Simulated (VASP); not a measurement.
A run of VASP 6.6.1:

The input INCAR:

```
SYSTEM = TaHg
  PREC = Accurate
  ENCUT = 500
  EDIFF = 1E-6
  ISMEAR = 0
  SIGMA = 0.2
  LREAL = .False.
  LASPH = .True.
  NELM = 120
  ALGO = Normal
  ISIF = 2
  LWAVE = .False.
  LCHARG = .False.
  GGA = PE
  NBANDS = 56
  GGA_COMPAT = .False.
```

Contents of KPOINTS:

```
Automatic mesh
0
Gamma
  6 6 2
  0 0 0
```

File POSCAR:

```
TaHg
1.0
    3.1968723474      0.0000000000      0.0000000000
   -1.5984361737      2.7685726655      0.0000000000
    0.0000000000      0.0000000000     18.9071522465
Ta Hg
4 4
Direct
    0.3333333333      0.6666666667      0.1968182510
    0.3333333333      0.6666666667      0.6968182510
    0.6666666667      0.3333333333      0.3031817490
    0.6666666667      0.3333333333      0.8031817490
    0.3333333333      0.6666666667      0.4320603190
    0.3333333333      0.6666666667      0.9320603190
    0.6666666667      0.3333333333      0.0679396810
    0.6666666667      0.3333333333      0.5679396810
```

Potentials or basis: VASP PAW PBE potentials, release 64 (Ta_pv, Hg).

The run is started by

```sh
$ cat potpaw_PBE.64/Ta_pv/POTCAR potpaw_PBE.64/Hg/POTCAR > POTCAR
$ mpirun -np 1 vasp_std > vasp.out
```

Hardware: 1 thread of Intel(R) Xeon(R) 6975P-C (Granite Rapids), with other jobs on the host.

Task: How long does it take, and how much memory?

Result: Wall time 50 s on 1 thread of Intel(R) Xeon(R) 6975P-C (Granite Rapids), on a shared host, peak memory 0.31 GiB. Counts: scf iterations 14, k points 14.
